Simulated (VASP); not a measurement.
# MgB2 (P6/mmm) in VASP: further runs

The runs below take MgB2 through single point, relaxation of cell and atoms, with PBEsol.

Program: VASP 6.6.1. These are calculated values, not measurements. Logs are shortened: lines on timing, memory, paths and dates and some standing lists are left out, and cuts for length are marked.

**1. The cell of the first run**

It takes space group P6/mmm (No. 191, hexagonal). The conventional cell has a = 3.062 Å, b = 3.062 Å, c = 3.504 Å, α = 90.00°, β = 90.00°, γ = 120.00°. Within 3.3 Å of Mg (site symmetry 6/mmm) lie 12 B at 2.49 Å and 6 Mg at 3.06 Å. Within 2.3 Å of B (site symmetry -6m2) lie 3 B at 1.77 Å.

**2. Single point, PBEsol**

INCAR

```
SYSTEM = MgB2
PREC     = Accurate       ! precision mode
ENCUT    = 520            ! plane-wave cutoff, eV
EDIFF    = 1E-7           ! SCF threshold, eV
ISMEAR   = 0              ! smearing method
SIGMA    = 0.1            ! smearing width, eV
LREAL    = .FALSE.        ! projectors in reciprocal space
LASPH    = .TRUE.         ! aspherical terms in the spheres
NELM     = 100            ! most SCF steps
ALGO     = Normal         ! electronic algorithm
ISIF     = 2              ! what is computed and relaxed
LWAVE    = .FALSE.        ! write WAVECAR
LCHARG   = .FALSE.        ! write CHGCAR
GGA      = PS             ! functional
NBANDS   = 11             ! bands
```

KPOINTS

```
regular mesh
0
G
  15 15 12
  0 0 0
```

POSCAR

```
MgB2
1.0
    3.0618843421      0.0000000000      0.0000000000
   -1.5309421711      2.6516696237      0.0000000000
    0.0000000000      0.0000000000      3.5044716548
Mg B
1 2
Direct
    0.0000000000      0.0000000000      0.0000000000
    0.3333333333      0.6666666667      0.5000000000
    0.6666666667      0.3333333333      0.5000000000
```

Potentials or basis: VASP PAW PBE potentials, release 64 (Mg, B).

Launch:

```console
$ cat potpaw_PBE.64/Mg/POTCAR potpaw_PBE.64/B/POTCAR > POTCAR
$ mpirun -np 1 vasp_std > vasp.out
```

OUTCAR:

```text
SYSTEM = MgB2
   PREC = Accurate
   ENCUT = 520
   EDIFF = 1E-7
   ISMEAR = 0
   LREAL = .FALSE.
   LASPH = .TRUE.
   NELM = 100
   ISIF = 2
   GGA = PS

 ion  position               nearest neighbor table
   1  0.000  0.000  0.000-   2 2.49   3 2.49   2 2.49   3 2.49   3 2.49   3 2.49   2 2.49   2 2.49
                             3 2.49   3 2.49   2 2.49   2 2.49
   2  0.333  0.667  0.500-   3 1.77   3 1.77   3 1.77   1 2.49   1 2.49   1 2.49   1 2.49   1 2.49
                             1 2.49
   3  0.667  0.333  0.500-   2 1.77   2 1.77   2 1.77   1 2.49   1 2.49   1 2.49   1 2.49   1 2.49
                             1 2.49

  LATTYP: Found a hexagonal cell.
 ALAT       =     3.0618843421
 C/A-ratio  =     1.1445473647

  Lattice vectors:

 A1 = (   3.0618843421,   0.0000000000,   0.0000000000)
 A2 = (  -1.5309421711,   2.6516696237,   0.0000000000)
 A3 = (   0.0000000000,   0.0000000000,   3.5044716548)

Analysis of symmetry for initial positions (statically):
=====================================================================
 Subroutine PRICEL returns:
 Original cell was already a primitive cell.

 Routine SETGRP: Setting up the symmetry group for a
 hexagonal supercell.

 Subroutine GETGRP returns: Found 24 space group operations
 (whereof 24 operations were pure point group operations)
 out of a pool of 24 trial point group operations.

The static configuration has the point symmetry D_6h.

Analysis of symmetry for dynamics (positions and initial velocities):
=====================================================================
 Subroutine PRICEL returns:
 Original cell was already a primitive cell.

 Routine SETGRP: Setting up the symmetry group for a
 hexagonal supercell.

 Subroutine GETGRP returns: Found 24 space group operations
 (whereof 24 operations were pure point group operations)
 out of a pool of 24 trial point group operations.

The dynamic configuration has the point symmetry D_6h.

 Subroutine INISYM returns: Found 24 space group operations
 (whereof 24 operations are pure point group operations),
 and found     1 'primitive' translations

----------------------------------------------------------------------------------------

                                     Primitive cell

  volume of cell :      28.4532

  direct lattice vectors                    reciprocal lattice vectors
     3.061884342  0.000000000  0.000000000     0.326596268  0.188560443  0.000000000
    -1.530942171  2.651669624  0.000000000     0.000000000  0.377120887  0.000000000
     0.000000000  0.000000000  3.504471655     0.000000000  0.000000000  0.285349718

  length of vectors
     3.061884342  3.061884342  3.504471655     0.377120887  0.377120887  0.285349718

  position of ions in fractional coordinates (direct lattice)
     0.000000000  0.000000000  0.000000000
     0.333333333  0.666666667  0.500000000
     0.666666667  0.333333333  0.500000000

  ion indices of the primitive-cell ions
   primitive index   ion index
                 1           1
                 2           2
                 3           3

----------------------------------------------------------------------------------------

 KPOINTS: regular mesh

Automatic generation of k-mesh.
 Grid dimensions read from file:
 generate k-points for:   15   15   12

 Generating k-lattice:

  Cartesian coordinates                     Fractional coordinates (reciprocal lattice)
     0.021773085  0.012570696  0.000000000     0.066666667  0.000000000  0.000000000
     0.000000000  0.025141392  0.000000000     0.000000000  0.066666667  0.000000000
     0.000000000  0.000000000  0.023779143     0.000000000  0.000000000  0.083333333

  Length of vectors
     0.025141392  0.025141392  0.023779143

  Shift w.r.t. Gamma in fractional coordinates (k-lattice)
     0.000000000  0.000000000  0.000000000

 Subroutine IBZKPT returns following result:
 ===========================================

 Found    189 irreducible k-points:

 Following reciprocal coordinates:
            Coordinates               Weight
  0.000000  0.000000  0.000000      1.000000
  0.066667 -0.000000  0.000000      6.000000
  0.133333  0.000000  0.000000      6.000000
  0.200000 -0.000000  0.000000      6.000000
  0.266667  0.000000  0.000000      6.000000
  0.333333  0.000000  0.000000      6.000000
[... 16 lines left out ...]
  0.333333  0.200000  0.000000     12.000000
  0.400000  0.200000  0.000000      6.000000
 [... further k-points ...]
   k-points           NKPTS =    189   k-points in BZ     NKDIM =    189   number of bands    NBANDS=     11
   number of dos      NEDOS =    301   number of ions     NIONS =      3
   total plane-waves  NPLWV =  16128
   dimension x,y,z NGX =    24 NGY =   24 NGZ =   28
   dimension x,y,z NGXF=    48 NGYF=   48 NGZF=   56
   ions per type =               1   2
   NGX,Y,Z   is equivalent  to a cutoff of  13.03, 13.03, 13.28 a.u.
   NGXF,Y,Z  is equivalent  to a cutoff of  26.06, 26.06, 26.57 a.u.
 SYSTEM =  MgB2
   PREC   = accura    normal or accurate (medium, high low for compatibility)
   ISTART =      0    job   : 0-new  1-cont  2-samecut
   ICHARG =      2    charge: 1-file 2-atom 10-const
   ISPIN  =      1    spin polarized calculation?
   LNONCOLLINEAR =      F non collinear calculations
   LSORBIT =      F    spin-orbit coupling
   LASPH  =      T    aspherical Exc in radial PAW
   ENCUT  =  520.0 eV  38.22 Ry    6.18 a.u.   5.69  5.69  6.52*2*pi/ulx,y,z
   NELM   =    100;   NELMIN=  2; NELMDL= -5     # of ELM steps
   EDIFF  = 0.1E-06   stopping-criterion for ELM
   LREAL  =      F    real-space projection
   EDIFFG = 0.1E-05   stopping-criterion for IOM
   NSW    =      0    number of steps for IOM
   IBRION =     -1    ionic relax: 0-MD 1-quasi-New 2-CG
   NFREE  =      0    steps in history (QN), initial steepest desc. (CG)
   ISIF   =      2    stress and relaxation
   ISYM   =      2    0-nonsym 1-usesym 2-fastsym
   POTIM  = 0.5000    time-step for ionic-motion
   TEBEG  =    0.0;   TEEND  =   0.0 temperature during run
   PSTRESS=    0.0 pullay stress
   NELECT =       8.0000    total number of electrons
   NUPDOWN=      -1.0000    fix difference up-down
   EMIN   =  10.00;   EMAX   =-10.00  energy-range for DOS
   EFERMI =   0.00;   METHOD = LEGACY
   ISMEAR =     0;   SIGMA  =   0.10  broadening in eV -4-tet -1-fermi 0-gaus
   EFERMI_NEDOS =   21; number of points for ismear=-14 and -15
   IALGO  =     38    algorithm
   IMIX   =      4    mixing-type and parameters
     AMIX     =   0.40;   BMIX     =  1.00
     AMIX_MAG =   1.60;   BMIX_MAG =  1.00
  volume/ion in A,a.u.               =       9.48        64.00
  Fermi-wavevector in a.u.,A,eV,Ry     =   1.072493  2.026718 15.649990  1.150242
  Thomas-Fermi vector in A             =   2.208265
   LORBIT       =      0    0 simple, 1 ext, 2 COOP (PROOUT), +10 PAW based schemes
   GGA     = PS    functional components
   LHFCALC =     F    Hartree Fock is set to
   AEXX    =    0.0000 exact exchange contribution
   IVDW    =     0    specifies the selected vdW correction
   LEPSILON=     F    determine dielectric tensor
   LRPA    =     F    only Hartree local field effects (RPA)
 non-spin polarized calculation
 Gauss-broadening in eV      SIGMA  =   0.10
  energy-cutoff  :      520.00
  volume of cell :       28.45
 maximum number of plane-waves:       781
 NGX is ok and might be reduce to    24
   NGX = 11   NGY = 11   NGZ = 13

 number of electron       8.0000000 magnetization

 Free energy of the ion-electron system (eV)
  ---------------------------------------------------
  ext. energy  EPLUGINS =         0.00000000
  ---------------------------------------------------
  free energy    TOTEN  =       -16.22458838 eV

  energy without entropy =      -16.22051933  energy(sigma->0) =      -16.22255386

 E-fermi :   5.3391     XC(G=0): -11.0725

 val. band max:        5.3329061820   @ k =   0.0667   0.0667   0.2500
 cond. band min:       5.3427110692   @ k =   0.0667  -0.0000   0.0000
 fundamental gap:      0.0098048873
 Fermi energy:         5.3390772360

 k-point     1 :       0.0000    0.0000    0.0000
  band No.  band energies     occupation
      1      -7.1798      2.00000
      2       2.3457      2.00000
      3       5.7486      0.00000
      4       5.7486      0.00000
      5       6.9847      0.00000
      6      11.7363      0.00000
      7      11.7363      0.00000
      8      13.7198      0.00000
      9      15.4841      0.00000
     10      18.1470      0.00000
     11      21.6097      0.00000

 k-point     2 :       0.0667   -0.0000    0.0000
  band No.  band energies     occupation
      1      -7.1015      2.00000
      2       2.4221      2.00000
      3       5.3427      0.95901
      4       5.5559      0.00216
      5       7.0526      0.00000
      6      11.6957      0.00000
      7      12.0880      0.00000
      8      13.8786      0.00000
      9      15.1985      0.00000
     10      18.5456      0.00000
     11      21.2375      0.00000

 k-point     3 :       0.1333    0.0000    0.0000
  band No.  band energies     occupation
      1      -6.8673      2.00000
      2       2.6504      2.00000
      3       4.3212      2.00000
      4       5.0914      1.99954
      5       7.2650      0.00000
      6      11.4666      0.00000
      7      13.0252      0.00000
      8      14.3261      0.00000
      9      14.4053      0.00000
     10      19.5991      0.00000
     11      20.4791      0.00000
[... 267 lines left out ...]
 k-point    23 :       0.3333    0.2000    0.0000
  band No.  band energies     occupation
      1      -3.4919      2.00000
      2      -1.2764      2.00000
      3       0.9773      2.00000
      4       5.7289      0.00000
      5       8.5894      0.00000
      6      10.4419      0.00000
      7      11.8064      0.00000
      8      13.6541      0.00000
      9      15.1065      0.00000
     10      17.3606      0.00000
     11      18.2936      0.00000

 k-point    24 :       0.4000    0.2000    0.0000
  band No.  band energies     occupation
      1      -2.7545      2.00000
      2      -2.1122      2.00000
      3       0.8838      2.00000
      4       6.1277      0.00000
      5       8.1059      0.00000
      6      11.0245      0.00000
      7      11.3133      0.00000
      8      13.5918      0.00000
      9      14.9556      0.00000
     10      17.3569      0.00000
     11      19.3265      0.00000

 [... further k-points ...]
[... 5 lines left out ...]
  --------------------------------------------------------------------------------------
  -------------------------------------------------------------------------------------
  Total        0.0102088      0.0102088     -0.0274060     -0.0000000     -0.0000000      0.0000000
  in kB        0.5748486      0.5748486     -1.5432134     -0.0000000     -0.0000000      0.0000000
  external PRESSURE =      -0.1311721 kB  Pullay stress =       0.0000000 kB

 VOLUME and BASIS-vectors are now :
 -----------------------------------------------------------------------------
  energy-cutoff  :      520.00
  volume of cell :       28.45
      direct lattice vectors                 reciprocal lattice vectors
     3.061884342  0.000000000  0.000000000     0.326596268  0.188560443  0.000000000
    -1.530942171  2.651669624  0.000000000     0.000000000  0.377120887  0.000000000
     0.000000000  0.000000000  3.504471655     0.000000000  0.000000000  0.285349718

 POSITION                                       TOTAL-FORCE (eV/Angst)
 -----------------------------------------------------------------------------------
      0.00000      0.00000      0.00000         0.000000      0.000000      0.000000
     -0.00000      1.76778      1.75224        -0.000000      0.000000      0.000000
      1.53094      0.88389      1.75224         0.000000      0.000000      0.000000
 -----------------------------------------------------------------------------------
    total drift:                                0.000000     -0.000000      0.000000

  FREE ENERGIE OF THE ION-ELECTRON SYSTEM (eV)
  ---------------------------------------------------
  free  energy   TOTEN  =       -16.2245883837 eV

  energy  without entropy=      -16.2205193287  energy(sigma->0) =      -16.22255386
```

Run time: 33 s. Hardware: 1 thread of Intel Xeon Platinum 8259CL at 2.50GHz (Skylake/Cascade Lake), shared host; peak memory 0.19 GiB.

What came out:

| Item | Value |
| --- | --- |
| Free energy | -16.2246 eV |
| Pressure | 0.0 GPa |
| Band gap on the k mesh | zero (band 4 reaches 7.16 eV, above the bottom of band 5 at 3.29 eV) |

Stress tensor (GPa, compression positive):
```
 0.06  0.00  0.00
 0.00  0.06  0.00
 0.00  0.00 -0.15
```

Levels at points of the mesh, in eV from the Fermi level:
```csv
k point,band 2,band 3,band 4,band 5,band 6,band 7
"(0.00, 0.00, 0.00)",-2.99,0.41,0.41,1.65,6.40,6.40
"(0.00, 0.00, 0.50)",-7.54,0.79,0.79,6.71,6.71,8.10
```

Caveat: the PAW data sets were made with another functional, which shifts forces and pressure a little.

**3. Relaxation of cell and atoms, PBEsol**

This run uses another cell than the first one, of 9.63 Å³/atom, 1.015 times its volume.

INCAR

```
SYSTEM = MgB2
PREC     = Accurate       ! precision mode
ENCUT    = 600            ! plane-wave cutoff, eV
EDIFF    = 1E-6           ! SCF threshold, eV
ISMEAR   = 0              ! smearing method
SIGMA    = 0.1            ! smearing width, eV
LREAL    = .FALSE.        ! projectors in reciprocal space
LASPH    = .TRUE.         ! aspherical terms in the spheres
NELM     = 100            ! most SCF steps
ALGO     = Normal         ! electronic algorithm
ISIF     = 3              ! what is computed and relaxed
LWAVE    = .FALSE.        ! write WAVECAR
LCHARG   = .FALSE.        ! write CHGCAR
GGA      = PS             ! functional
IBRION   = 2              ! ionic algorithm
NSW      = 70             ! ionic steps
EDIFFG   = -0.005         ! ionic threshold
```

KPOINTS

```
Automatic mesh
0
G
  15 15 12
  0 0 0
```

POSCAR

```
MgB2
1.0
    3.0728984929      0.0000000000      0.0000000000
   -1.5364492465      2.6612081581      0.0000000000
    0.0000000000      0.0000000000      3.5320018760
Mg B
1 2
Direct
    0.0000000000      0.0000000000      0.0000000000
    0.3333333333      0.6666666667      0.5000000000
    0.6666666667      0.3333333333      0.5000000000
```

Potentials or basis: VASP PAW PBE potentials, release 64 (Mg, B).

Launch:

```console
$ cat potpaw_PBE.64/Mg/POTCAR potpaw_PBE.64/B/POTCAR > POTCAR
$ mpirun -np 1 vasp_std > vasp.out
```

It took 1.9 min on 1 thread of Intel Xeon Platinum 8259CL at 2.50GHz (Skylake/Cascade Lake), shared host; peak memory 0.21 GiB.

It converged, with:

```
Free energy                            : -16.2269 eV
Relaxed volume                         : 9.48 Å³/atom
Relaxed cell                           : a = 3.062 Å, b = 3.062 Å, c = 3.502 Å, α = 90.00°, β = 90.00°, γ = 120.00°
Space group after relaxing (to 0.05 Å) : P6/mmm (No. 191)
Energy gained by relaxing              : 1.0 meV/atom
Ionic steps                            : 5
Pressure after relaxing                : 0.0 GPa
Band gap on the k mesh                 : zero (band 4 reaches 7.16 eV, above the bottom of band 5 at 3.29 eV)
```

The path:
| step | energy change (eV) | largest force (eV/Å) | pressure (GPa) | volume (Å³) |
| --- | --- | --- | --- | --- |
| 1 | 0.0000 | 0.0000 | -2.15 | 28.88 |
| 2 | -0.0026 | 0.0000 | 0.70 | 28.35 |
| 3 | -0.0029 | 0.0000 | 0.05 | 28.46 |
| 4 | -0.0031 | 0.0000 | 0.01 | 28.45 |
| 5 | -0.0031 | 0.0000 | 0.00 | 28.44 |

Final structure:
```yaml
crystal:
  lattice:
    - [3.06240, 0.00000, 0.00000]
    - [-1.53120, 2.65212, 0.00000]
    - [0.00000, 0.00000, 3.50192]
  atoms:
    - { symbol: Mg, position: [0.00000, 0.00000, 0.00000] }
    - { symbol: B, position: [0.33333, 0.66667, 0.50000] }
    - { symbol: B, position: [0.66667, 0.33333, 0.50000] }
```

Levels at points of the mesh, in eV from the Fermi level:
```
           k point  band 1  band 2  band 3  band 4  band 5  band 6  band 7  band 8
(0.00, 0.00, 0.00)  -12.52   -2.99    0.41    0.41    1.66    6.39    6.39    8.37
(0.00, 0.00, 0.50)  -11.21   -7.54    0.79    0.79    6.71    6.71    8.10   10.09
```

Caveat: the PAW data sets were made with another functional, which shifts forces and pressure a little.
